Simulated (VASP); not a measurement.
# Mg7CoO8 (a cell with a defect) in VASP: a series of runs

The runs below take Mg7CoO8 (a cell with a defect) through single point, with LDA+U.

All numbers are computed with VASP 6.6.1; they aren't measurements. Logs are shortened: lines on timing, memory, paths and dates and some standing lists are left out, and cuts for length are marked.

## 1. The cell of the first run

The cell holds a defect, 16 atoms: a = 6.149 Å, b = 6.149 Å, c = 6.149 Å, α = 60.00°, β = 60.00°, γ = 60.00°.

## 2. Single point, LDA+U, collinear spin, ferromagnetic start

Input file INCAR:

```
SYSTEM = Mg7CoO8
PREC = Accurate
ENCUT = 520
EDIFF = 1E-6
ISMEAR = 0
SIGMA = 0.01
LREAL = Auto
LASPH = .True.
NELM = 150
ALGO = Normal
ISIF = 2
LWAVE = .False.
LCHARG = .False.
ISPIN = 2
MAGMOM = 0 0 0 0 0.01 0 0 2.78 0.06 0.06 0 0.04 0.04 0 0.07 0.06
LORBIT = 11
LMAXMIX = 4
LDAU = .True.
LDAUTYPE = 2
LDAUL = -1 2 -1
LDAUU = 0 3.2 0
LDAUJ = 0 0 0
LDAUPRINT = 1
NBANDS = 54
```

Input file KPOINTS:

```
regular mesh
0
Gamma
  2 2 2
  0 0 0
```

Input file POSCAR:

```
Mg7CoO8
1.0
    0.0000000000      4.3481000000      4.3481000000
    4.3481000000      0.0000000000      4.3481000000
    4.3481000000      4.3481000000      0.0000000000
Mg Co O
7 1 8
Direct
    0.9878010300      0.0057530400      0.9997875400
    0.0118038800      0.9804527600      0.5056642300
    0.9940867800      0.4995929100      0.5018981300
    0.4854816700      0.0118115900      0.0032462600
    0.5000057000      0.0016869000      0.4901239900
    0.4926855500      0.5014766500      0.9922720000
    0.5042112800      0.4837419100      0.5051861700
    0.9925552600      0.4956245300      0.0071453000
    0.2465326700      0.2464134700      0.2544617500
    0.2505876800      0.2420425700      0.7473136800
    0.2398825400      0.7674873200      0.2447471300
    0.2519085200      0.7454308000      0.7508721200
    0.7450322800      0.2540688200      0.2419650800
    0.7568658400      0.2451120500      0.7499844900
    0.7513899700      0.7565027500      0.2479999100
    0.7497856600      0.7444421100      0.7378618100
```

Potentials or basis: VASP PAW LDA potentials, release 64 (Mg, Co, O).

On the command line:

```sh
cat potpaw_LDA.64/Mg/POTCAR potpaw_LDA.64/Co/POTCAR potpaw_LDA.64/O/POTCAR > POTCAR
mpirun -np 1 vasp_std > vasp.out
```

OUTCAR:

```text
SYSTEM = Mg7CoO8
   PREC = Accurate
   ENCUT = 520
   EDIFF = 1E-6
   ISMEAR = 0
   LREAL = Auto
   LASPH = .True.
   NELM = 150
   ISIF = 2
   ISPIN = 2
   LORBIT = 11

 ion  position               nearest neighbor table
   1  0.988  0.006  1.000-  14 2.09  15 2.11  13 2.13  11 2.16  10 2.17  12 2.22   5 3.01   2 3.05
                             6 3.05   3 3.05   8 3.05   4 3.06   4 3.09   8 3.10   3 3.10   6 3.10
   2  0.012  0.980  0.506-  11 2.07  12 2.11  16 2.17   9 2.18  14 2.21  13 2.31   4 3.01   5 3.02
                             3 3.02   8 3.03   7 3.04   1 3.05   7 3.11   1 3.11   8 3.12   3 3.13
   3  0.994  0.500  0.502-  16 2.09  14 2.14  15 2.16   9 2.18  10 2.18  11 2.23   2 3.02   1 3.05
                             6 3.05   7 3.05   8 3.06   5 3.06   5 3.09   8 3.09   7 3.10   1 3.10
   4  0.485  0.012  0.003-   9 2.11  11 2.13  10 2.14  14 2.20  15 2.22  16 2.32   7 2.98   6 3.00
                             8 3.00   2 3.01   5 3.01   1 3.06   1 3.09   5 3.14   8 3.15   6 3.15
   5  0.500  0.002  0.490-  15 2.12   9 2.13  13 2.16  16 2.16  10 2.16  12 2.19   1 3.01   4 3.01
                             2 3.02   7 3.02   3 3.06   6 3.07   6 3.08   3 3.09   7 3.13   2 3.13
   6  0.493  0.501  0.992-  12 2.10  14 2.17  16 2.17   9 2.18  13 2.18  11 2.26   4 3.00   7 3.02
                             1 3.05   8 3.05   3 3.05   5 3.07   5 3.08   3 3.10   8 3.10   1 3.10
   7  0.504  0.484  0.505-  13 2.15  10 2.15  14 2.16  12 2.21  15 2.26  11 2.29   4 2.98   6 3.02
                             5 3.02   8 3.03   2 3.04   3 3.05   3 3.10   2 3.11   8 3.12   5 3.13
   8  0.993  0.496  0.007-  13 2.13   9 2.18  15 2.18  12 2.21  16 2.23  10 2.23   4 3.00   7 3.03
                             2 3.03   6 3.05   1 3.05   3 3.06   3 3.09   1 3.10   6 3.10   7 3.12
   9  0.247  0.246  0.254-   4 2.11   5 2.13   3 2.18   2 2.18   8 2.18   6 2.18
  10  0.251  0.242  0.747-   4 2.14   7 2.15   5 2.16   1 2.17   3 2.18   8 2.23
  11  0.240  0.767  0.245-   2 2.07   4 2.13   1 2.16   3 2.23   6 2.26   7 2.29
  12  0.252  0.745  0.751-   6 2.10   2 2.11   5 2.19   7 2.21   8 2.21   1 2.22
  13  0.745  0.254  0.242-   8 2.13   1 2.13   7 2.15   5 2.16   6 2.18   2 2.31
  14  0.757  0.245  0.750-   1 2.09   3 2.14   7 2.16   6 2.17   4 2.20   2 2.21
  15  0.751  0.757  0.248-   1 2.11   5 2.12   3 2.16   8 2.18   4 2.22   7 2.26
  16  0.750  0.744  0.738-   3 2.09   5 2.16   2 2.17   6 2.17   8 2.23   4 2.32

  LATTYP: Found a face centered cubic cell.
 ALAT       =     8.6962000000

  Lattice vectors:

 A1 = (   0.0000000000,   4.3481000000,   4.3481000000)
 A2 = (   4.3481000000,   0.0000000000,   4.3481000000)
 A3 = (   4.3481000000,   4.3481000000,   0.0000000000)

Analysis of symmetry for initial positions (statically):
=====================================================================
 Subroutine PRICEL returns:
 Original cell was already a primitive cell.

 Routine SETGRP: Setting up the symmetry group for a
 face centered cubic supercell.

 Subroutine GETGRP returns: Found  1 space group operations
 (whereof  1 operations were pure point group operations)
 out of a pool of 48 trial point group operations.

The static configuration has the point symmetry C_1 .

Analysis of symmetry for dynamics (positions and initial velocities):
=====================================================================
 Subroutine PRICEL returns:
 Original cell was already a primitive cell.

 Routine SETGRP: Setting up the symmetry group for a
 face centered cubic supercell.

 Subroutine GETGRP returns: Found  1 space group operations
 (whereof  1 operations were pure point group operations)
 out of a pool of 48 trial point group operations.

The dynamic configuration has the point symmetry C_1 .

Analysis of structural, dynamic, and magnetic symmetry:
=====================================================================
 Subroutine PRICEL returns:
 Original cell was already a primitive cell.

 Routine SETGRP: Setting up the symmetry group for a
 face centered cubic supercell.

 Subroutine GETGRP returns: Found  1 space group operations
 (whereof  1 operations were pure point group operations)
 out of a pool of 48 trial point group operations.

The overall configuration has the point symmetry C_1 .

 Subroutine INISYM returns: Found  1 space group operations
 (whereof  1 operations are pure point group operations),
 and found     1 'primitive' translations

----------------------------------------------------------------------------------------

                                     Primitive cell

  volume of cell :     164.4101

  direct lattice vectors                    reciprocal lattice vectors
     0.000000000  4.348100000  4.348100000    -0.114992755  0.114992755  0.114992755
     4.348100000  0.000000000  4.348100000     0.114992755 -0.114992755  0.114992755
     4.348100000  4.348100000  0.000000000     0.114992755  0.114992755 -0.114992755

  length of vectors
     6.149141991  6.149141991  6.149141991     0.199173295  0.199173295  0.199173295

  position of ions in fractional coordinates (direct lattice)
     0.987801030  0.005753040  0.999787540
[... 115 lines left out ...]
   angular momentum for each species LDAUL =    -1    2   -1
   U (eV)           for each species LDAUU =   0.0  3.2  0.0
   J (eV)           for each species LDAUJ =   0.0  0.0  0.0
   GGA     = CA    functional components
   LHFCALC =     F    Hartree Fock is set to
   AEXX    =    0.0000 exact exchange contribution
   IVDW    =     0    specifies the selected vdW correction
   LEPSILON=     F    determine dielectric tensor
   LRPA    =     F    only Hartree local field effects (RPA)
 spin polarized calculation
 Gauss-broadening in eV      SIGMA  =   0.01
  energy-cutoff  :      520.00
  volume of cell :      164.41
 maximum number of plane-waves:      4477
 NGX is ok and might be reduce to    48
   NGX = 23   NGY = 23   NGZ = 23

atom =   8  type =  2  l = 2

 onsite density matrix

spin component  1

  0.9608  0.0014 -0.0004 -0.0012 -0.0006
  0.0014  0.9623  0.0007 -0.0015  0.0001
 -0.0004  0.0007  1.0048 -0.0002  0.0002
 -0.0012 -0.0015 -0.0002  0.9623  0.0008
 -0.0006  0.0001  0.0002  0.0008  1.0015

spin component  2

  0.7018 -0.2634  0.1504  0.2637  0.0033
 -0.2634  0.5903 -0.0647  0.3373  0.0909
  0.1504 -0.0647  0.1958  0.0526  0.0004
  0.2637  0.3373  0.0526  0.5950  0.0967
  0.0033  0.0909  0.0004  0.0967  0.1682

 occupancies and eigenvectors

  o =  0.0440  v =  0.0000  0.0000  0.0000  0.0000  0.0000  0.4958  0.6136 -0.0172 -0.6141  0.0158      0.0000  0.0000  0.0000  0.0000  0.0000  0.0000  0.0000  0.0000  0.0000  0.0000
  o =  0.1457  v =  0.0000  0.0000  0.0000  0.0000  0.0000 -0.0014 -0.1312 -0.0620 -0.1052  0.9838      0.0000  0.0000  0.0000  0.0000  0.0000  0.0000  0.0000  0.0000  0.0000  0.0000
  o =  0.1568  v =  0.0000  0.0000  0.0000  0.0000  0.0000  0.1845 -0.0875 -0.9730  0.0871 -0.0634      0.0000  0.0000  0.0000  0.0000  0.0000  0.0000  0.0000  0.0000  0.0000  0.0000
  o =  0.9520  v =  0.0000  0.0000  0.0000  0.0000  0.0000 -0.7820  0.5829 -0.2083 -0.0416  0.0591      0.0000  0.0000  0.0000  0.0000  0.0000  0.0000  0.0000  0.0000  0.0000  0.0000
  o =  0.9525  v =  0.0000  0.0000  0.0000  0.0000  0.0000  0.3295  0.5087  0.0760  0.7762  0.1561      0.0000  0.0000  0.0000  0.0000  0.0000  0.0000  0.0000  0.0000  0.0000  0.0000
  o =  0.9599  v =  0.8909 -0.4225  0.0163  0.1653  0.0097  0.0000  0.0000  0.0000  0.0000  0.0000      0.0000  0.0000  0.0000  0.0000  0.0000  0.0000  0.0000  0.0000  0.0000  0.0000
  o =  0.9608  v = -0.1556 -0.6263  0.0050 -0.7638  0.0130  0.0000  0.0000  0.0000  0.0000  0.0000      0.0000  0.0000  0.0000  0.0000  0.0000  0.0000  0.0000  0.0000  0.0000  0.0000
  o =  0.9647  v = -0.4263 -0.6549  0.0109  0.6236 -0.0181  0.0000  0.0000  0.0000  0.0000  0.0000      0.0000  0.0000  0.0000  0.0000  0.0000  0.0000  0.0000  0.0000  0.0000  0.0000
  o =  1.0015  v = -0.0136 -0.0008 -0.0692  0.0200  0.9973  0.0000  0.0000  0.0000  0.0000  0.0000      0.0000  0.0000  0.0000  0.0000  0.0000  0.0000  0.0000  0.0000  0.0000  0.0000
  o =  1.0048  v =  0.0101 -0.0171 -0.9974  0.0043 -0.0692  0.0000  0.0000  0.0000  0.0000  0.0000      0.0000  0.0000  0.0000  0.0000  0.0000  0.0000  0.0000  0.0000  0.0000  0.0000

 number of electron      71.0000002 magnetization       3.0000078

 Free energy of the ion-electron system (eV)
  ---------------------------------------------------
  ext. energy  EPLUGINS =         0.00000000
  ---------------------------------------------------
  free energy    TOTEN  =      -106.02608786 eV

  energy without entropy =     -106.02608786  energy(sigma->0) =     -106.02608786

 E-fermi :   3.3047     XC(G=0): -11.3062

 val. band max:        3.2253235626   @ k =   0.5000   0.5000   0.0000
 cond. band min:       5.4014568789   @ k =   0.0000   0.0000   0.0000
 fundamental gap:      2.1761333164
 Fermi energy:         3.3046705284

 spin component 1

 k-point     1 :       0.0000    0.0000    0.0000
  band No.  band energies     occupation
      1     -14.1193      1.00000
      2     -13.0894      1.00000
      3     -13.0327      1.00000
      4     -12.9869      1.00000
      5     -12.9589      1.00000
      6     -12.8294      1.00000
[... 389 lines left out ...]
     46      13.0915      0.00000
     47      13.2171      0.00000
 Fermi energy:         3.3046705284

 spin component 2

 k-point     1 :       0.0000    0.0000    0.0000
  band No.  band energies     occupation
      1     -14.0601      1.00000
      2     -13.0130      1.00000
      3     -12.9509      1.00000
      4     -12.9434      1.00000
      5     -12.9091      1.00000
      6     -12.7168      1.00000
[... 389 lines left out ...]
     46      13.1611      0.00000
     47      13.2680      0.00000
 [bands above 47 left out]

------------------------ aborting loop because EDIFF is reached ----------------------------------------

  FORCE on cell =-STRESS in cart. coord.  units (eV):
  Direction    XX          YY          ZZ          XY          YZ          ZX
  --------------------------------------------------------------------------------------
  -------------------------------------------------------------------------------------
  Total      -19.1790311    -19.3387762    -19.8608338      0.2281057      0.0145009     -0.0228215
  in kB     -186.8997318   -188.4564487   -193.5439017      2.2228914      0.1413112     -0.2223958
  external PRESSURE =    -189.6333607 kB  Pullay stress =       0.0000000 kB

 VOLUME and BASIS-vectors are now :
 -----------------------------------------------------------------------------
  energy-cutoff  :      520.00
  volume of cell :      164.41
      direct lattice vectors                 reciprocal lattice vectors
     0.000000000  4.348100000  4.348100000    -0.114992755  0.114992755  0.114992755
     4.348100000  0.000000000  4.348100000     0.114992755 -0.114992755  0.114992755
     4.348100000  4.348100000  0.000000000     0.114992755  0.114992755 -0.114992755

 POSITION                                       TOTAL-FORCE (eV/Angst)
 -----------------------------------------------------------------------------------
      4.37219      8.64223      4.32007        -0.169186      0.423431      0.199849
      6.46179      2.25000      4.31443         0.199568     -0.348894     -0.123743
      4.35458      6.50469      6.49467        -0.034382      0.011635      0.189036
      0.06547      2.12504      2.16228        -0.599474      0.139216     -0.298443
      2.13844      4.30518      2.18141         0.168468      0.393202     -0.133315
      6.49497      6.45674      4.32272         0.388011      0.195616      0.373247
[... 8 lines left out ...]
      4.36768      4.34545      6.55647        -0.202143     -0.216018     -0.408087
      6.44521      6.46844      6.49705         0.431046      0.251699      0.121606
 -----------------------------------------------------------------------------------
    total drift:                               -0.005727      0.008717     -0.006135

  FREE ENERGIE OF THE ION-ELECTRON SYSTEM (eV)
  ---------------------------------------------------
  free  energy   TOTEN  =      -106.0260878568 eV

  energy  without entropy=     -106.0260878568  energy(sigma->0) =     -106.02608786

 total charge

# of ion       s       p       d       tot
------------------------------------------
    1        0.144   0.167   0.069   0.379
    2        0.143   0.161   0.065   0.369
    3        0.142   0.162   0.066   0.369
    4        0.141   0.158   0.063   0.362
    5        0.143   0.163   0.067   0.373
    6        0.141   0.158   0.063   0.363
[... 8 lines left out ...]
   15        1.530   3.471   0.000   5.001
   16        1.531   3.465   0.000   4.995
--------------------------------------------------
tot         13.527  29.274   7.572  50.373

 magnetization (x)

# of ion       s       p       d       tot
------------------------------------------
    1       -0.000  -0.000  -0.000  -0.000
    2       -0.000  -0.000  -0.000  -0.001
    3       -0.000  -0.000  -0.000  -0.001
    4       -0.000  -0.000  -0.000  -0.001
    5        0.004   0.005   0.002   0.011
    6       -0.000  -0.000  -0.000  -0.001
[... 8 lines left out ...]
   15        0.004   0.042   0.000   0.045
   16        0.003   0.041   0.000   0.044
--------------------------------------------------
tot          0.034   0.255   2.640   2.929
```

Run time: 11 min. Hardware: 1 thread of AMD EPYC 7R13 (Zen 3), shared host; peak memory 0.31 GiB.

Results:

- Free energy: -106.0261 eV
- Pressure: -19.0 GPa
- Largest force: 0.684 eV/Å
- Band gap on the k mesh: 2.18 eV
- Net moment: 3.00 μB per cell
- Site moments: Mg -0.00, +0.01 (each value once); Co +2.66; O +0.04, -0.00, +0.05 (each value once) μB
- Valence electrons inside the program's atomic spheres: Mg 0.38, 0.37, 0.36, 0.35 (each value once); Co 7.76; O 5.01, 5.00, 5.02 (each value once)

Forces in eV/Å, atoms in the order of the input:
```
Mg  -0.169  0.423  0.200
Mg   0.200 -0.349 -0.124
Mg  -0.034  0.012  0.189
Mg  -0.599  0.139 -0.298
Mg   0.168  0.393 -0.133
Mg   0.388  0.196  0.373
Mg   0.058 -0.375  0.262
Co  -0.044 -0.275  0.088
O   -0.020 -0.075  0.203
O    0.166 -0.015  0.384
O   -0.443  0.449 -0.245
O   -0.212 -0.109 -0.178
O    0.324  0.058 -0.058
O   -0.009 -0.508 -0.376
O   -0.202 -0.216 -0.408
O    0.431  0.252  0.122
```

Stress tensor (GPa, compression positive):
```
-18.69   0.22  -0.02
  0.22 -18.85   0.01
 -0.02   0.01 -19.35
```

Eigenvalues of the final occupation matrices:
| site | spin | trace | eigenvalues |
| --- | --- | --- | --- |
| site 8 d | 1 | 4.89 | 0.96 0.96 0.96 1.00 1.00 |
| site 8 d | 2 | 2.25 | 0.04 0.15 0.16 0.95 0.95 |

Caveat: the k points lie up to 0.63 Å⁻¹ apart.

## 3. Single point, LDA+U, collinear spin, ferromagnetic start

Input file INCAR:

```
SYSTEM = Mg7CoO8
PREC = Accurate ; ENCUT = 520
EDIFF = 1E-7 ; ISMEAR = 0
SIGMA = 0.01 ; LREAL = Auto
LASPH = .TRUE. ; NELM = 150
ALGO = Normal ; ISIF = 2
LWAVE = .FALSE. ; LCHARG = .FALSE.
ISPIN = 2 ; MAGMOM = 0 0 0 0 0 0 0 0.6 0 0 0 0 0 0 0 0
LORBIT = 11 ; LMAXMIX = 4
LDAU = .TRUE. ; LDAUTYPE = 2
LDAUL = -1 2 -1 ; LDAUU = 0 3.2 0
LDAUJ = 0 0 0 ; LDAUPRINT = 1
GGA = CA ; NBANDS = 54
```

Input file KPOINTS:

```
regular mesh
0
G
  2 2 2
  0 0 0
```

POSCAR is that of step 2.

Potentials or basis: VASP PAW LDA potentials, release 64 (Mg, Co, O).

On the command line:

```sh
cat potpaw_LDA.64/Mg/POTCAR potpaw_LDA.64/Co/POTCAR potpaw_LDA.64/O/POTCAR > POTCAR
mpirun -np 1 vasp_std > vasp.out
```

Run time: 11 min. Hardware: 1 thread of AMD EPYC 7R13 (Zen 3), shared host; peak memory 0.31 GiB.

The run converged. Its results:

- Free energy: -105.2010 eV
- Pressure: -20.7 GPa
- Largest force: 0.965 eV/Å
- Band gap on the k mesh: 0.45 eV
- Net moment: 1.00 μB per cell
- Site moments: Mg -0.00, +0.00, +0.01 (each value once); Co +0.97; O +0.01, +0.02, +0.00, -0.02 (each value once) μB
- Valence electrons inside the program's atomic spheres: Mg 0.38, 0.37, 0.36, 0.35 (each value once); Co 7.87; O 5.00, 5.01, 4.99, 5.02 (each value once)

Forces in eV/Å, atoms in the order of the input:
```
Mg  -0.175  0.428  0.203
Mg   0.202 -0.360 -0.126
Mg  -0.055  0.003  0.188
Mg  -0.579  0.120 -0.308
Mg   0.164  0.376 -0.140
Mg   0.390  0.194  0.352
Mg   0.061 -0.376  0.275
Co  -0.138 -0.286  0.074
O   -0.010 -0.222  0.191
O   -0.132 -0.019  0.381
O   -0.440  0.452 -0.251
O   -0.182 -0.094 -0.943
O    0.334  0.088  0.798
O   -0.006 -0.508 -0.377
O    0.126 -0.210 -0.410
O    0.440  0.413  0.093
```

Stress tensor (GPa, compression positive):
```
-18.33   0.17   0.06
  0.17 -20.31  -0.11
  0.06  -0.11 -23.55
```

Levels at points of the mesh, in eV from the valence-band top:
Spin up:
```csv
k point,band 34,band 35,band 36,band 37,band 38,band 39
"(0.00, 0.00, 0.00)",-1.29,-1.06,0.00,1.03,2.28,5.71
"(0.50, 0.00, 0.00)",-1.27,-0.98,-0.20,0.85,4.66,4.68
"(0.00, 0.50, 0.00)",-1.28,-0.98,-0.22,0.85,4.60,4.75
"(0.00, 0.00, 0.50)",-1.26,-0.97,-0.25,0.88,4.64,4.69
"(0.50, 0.50, 0.50)",-1.26,-0.98,-0.26,0.84,4.58,4.77
"(0.50, 0.50, 0.00)",-1.20,-1.12,-0.06,0.45,5.48,5.59
"(0.00, 0.50, 0.50)",-1.11,-0.86,-0.82,0.99,5.49,5.54
"(0.50, 0.00, 0.50)",-1.30,-0.83,-0.64,0.87,5.48,5.56
```
Spin down:
| k point | band 33 | band 34 | band 35 | band 36 | band 37 | band 38 |
| --- | --- | --- | --- | --- | --- | --- |
| (0.00, 0.00, 0.00) | -1.07 | -0.86 | -0.55 | 1.86 | 2.30 | 3.30 |
| (0.50, 0.00, 0.00) | -0.99 | -0.77 | -0.45 | 1.71 | 3.18 | 4.68 |
| (0.00, 0.50, 0.00) | -1.00 | -0.78 | -0.45 | 1.72 | 3.17 | 4.62 |
| (0.00, 0.00, 0.50) | -1.01 | -0.77 | -0.44 | 1.73 | 3.16 | 4.67 |
| (0.50, 0.50, 0.50) | -1.00 | -0.77 | -0.45 | 1.71 | 3.15 | 4.61 |
| (0.50, 0.50, 0.00) | -0.85 | -0.64 | -0.61 | 1.34 | 3.29 | 5.51 |
| (0.00, 0.50, 0.50) | -1.20 | -0.63 | -0.31 | 1.80 | 2.86 | 5.54 |
| (0.50, 0.00, 0.50) | -0.96 | -0.84 | -0.31 | 1.61 | 3.05 | 5.56 |

Eigenvalues of the final occupation matrices:
| site | spin | trace | eigenvalues |
| --- | --- | --- | --- |
| site 8 d | 1 | 4.13 | 0.28 0.95 0.95 0.96 0.99 |
| site 8 d | 2 | 3.16 | 0.12 0.19 0.95 0.95 0.95 |

Caveat: the k points lie up to 0.63 Å⁻¹ apart. The state reached can hang on the start; a lower one may exist.
